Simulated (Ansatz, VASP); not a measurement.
TiB6: VASP beside Ansatz

```
Ti B
1.0
     3.93811    0.00000    0.00000
     0.00000    3.93811    0.00000
     0.00000    0.00000    3.93811
Ti B
1 6
Direct
  0.00000 0.00000 0.00000
  0.79856 0.50000 0.50000
  0.20144 0.50000 0.50000
  0.50000 0.50000 0.79856
  0.50000 0.50000 0.20144
  0.50000 0.20144 0.50000
  0.50000 0.79856 0.50000
```

Change from the starting cell: species swapped into the YbB6 type (Pm-3m, No. 221).

Alike in both runs: task relaxation of cell and atoms; functional PBE; k mesh 4 × 4 × 4; occupations gaussian, width 0.1 eV; no spin polarisation.

|  | VASP | Ansatz |
| --- | --- | --- |
| version | VASP 6.6.1 | Ansatz 0.2.0 |
| potentials or method | VASP PAW PBE potentials, release 64 (Ti_sv, B), cutoff 600 eV | scalar-relativistic, plane waves, PAW |
| valence electrons in the cell | 30 | 30 |

|  | VASP | Ansatz | Ansatz less VASP |
| --- | --- | --- | --- |
| gap on the k mesh at the Fermi level, each at its own relaxed structure (eV) | none | none | - |
| relaxed volume (Å³/atom) | 9.50 | 9.49 | -0.009 |
| relaxed cell length with the largest relative difference (Å) | 4.052 | 4.050 | -0.0013 |

A gap of «none» marks a metal or a gap that the smearing closes.

The k mesh is coarse, so the values compare programs but aren't converged.
